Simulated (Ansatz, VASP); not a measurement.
## One calculation of LaInRu, two programs

File POSCAR:

```
LaInRu
1.0
    4.3747000000      0.0000000000      0.0000000000
    0.0000000000      4.3747000000      0.0000000000
    0.0000000000      0.0000000000      7.3531530000
In La Ru
2 2 2
Direct
    0.2500000000      0.2500000000      0.1750000000
    0.7500000000      0.7500000000      0.8250000000
    0.2500000000      0.2500000000      0.6790000000
    0.7500000000      0.7500000000      0.3210000000
    0.7500000000      0.2500000000      0.0000000000
    0.2500000000      0.7500000000      0.0000000000
```

Contents of INCAR.step1:

```
SYSTEM = LaInRu
PREC = Accurate ; ENCUT = 520
EDIFF = 1E-5 ; ISMEAR = -1
SIGMA = 0.1 ; LREAL = .False.
LASPH = .True. ; NELM = 80
ALGO = Normal ; ISIF = 2
LWAVE = .True. ; GGA = PE
NBANDS = 47
```

The input INCAR.step2:

```
SYSTEM = LaInRu
PREC = Accurate ; ENCUT = 520
EDIFF = 1E-7 ; ISMEAR = -1
SIGMA = 0.1 ; LREAL = .False.
LASPH = .True. ; NELM = 80
ALGO = Normal ; ISIF = 2
LWAVE = .False. ; LCHARG = .True.
GGA = PE ; LHFCALC = .True.
AEXX = 0.25 ; PRECFOCK = Fast
LELF = .True. ; LVHAR = .True.
ISTART = 1 ; NBANDS = 47
```

KPOINTS

```
regular mesh
0
Gamma
  3 3 1
  0 0 0
```

Input for Ansatz:

```yaml
crystal:
  lattice:
    - [4.3747, 0.0, 0.0]
    - [0.0, 4.3747, 0.0]
    - [0.0, 0.0, 7.353153]
  atoms:
    - { symbol: In, position: [0.25, 0.25, 0.175] }
    - { symbol: In, position: [0.75, 0.75, 0.825] }
    - { symbol: La, position: [0.25, 0.25, 0.679] }
    - { symbol: La, position: [0.75, 0.75, 0.321] }
    - { symbol: Ru, position: [0.75, 0.25, 0.0] }
    - { symbol: Ru, position: [0.25, 0.75, 0.0] }
  symmetry: { tolerance: 0.0003 }
kpoints:
  mp_grid: { grid: [3, 3, 1], shift: [0, 0, 0] }
magnetization:
  spin_polarized: false
scf:
  occupations: { method: fermi_dirac }
hamiltonian:
  pseudopotentials: { kind: paw }
  xc: pbe0
basis:
  ecutwfc: 420
  fft_grid_basis: typed
output:
  forces: true
  stress: true
  eigenvalues: true
  bader: true
  populations: true
  elf: true
  write_potential: true
  volumetric_format: npy
  dos:
    e_range: [-12, 8]
    de: 0.05
    projected: { site_lists: { In: [In], La: [La], Ru: [Ru] } }
    method: { smearing: { sigma: 0.1, scheme: gaussian } }
```

Alike in both runs: task single point; functional PBE0; k mesh 3 × 3 × 1; no spin polarisation.

```csv
,VASP,Ansatz
version,VASP 6.6.1,Ansatz 0.2.0
potentials or method,"VASP PAW PBE potentials, release 64 (In_d, La, Ru_pv), cutoff 520 eV",PAW plane waves
occupations,"fermi-dirac, width 0.1 eV",fermi-dirac
valence electrons in the cell,76,80
```

Ansatz gave:

```
pressure (GPa)                                                : 12.2
traceless stress, the component that is largest in VASP (GPa) : -0.21
rms of the force components (eV/Å)                            : 0.820
```

**Question.** What did VASP give for the same quantities?

**Answer.** Pressure (GPa): 12.0; traceless stress, the component that is largest in VASP (GPa): 0.25; rms of the force components (eV/Å): 0.838.

Atom by atom the forces differ by 0.023 eV/Å (rms over components). VASP's potentials hold 76 valence electrons a cell and Ansatz's 80, so a difference there can come from the potentials and not from the codes. Ansatz's warnings: filled band counts differ across k points, stress exchange threshold loose, stress scf threshold loose.

The k mesh is coarse, so the values compare programs but aren't converged. Neither program's run includes spin-orbit coupling.
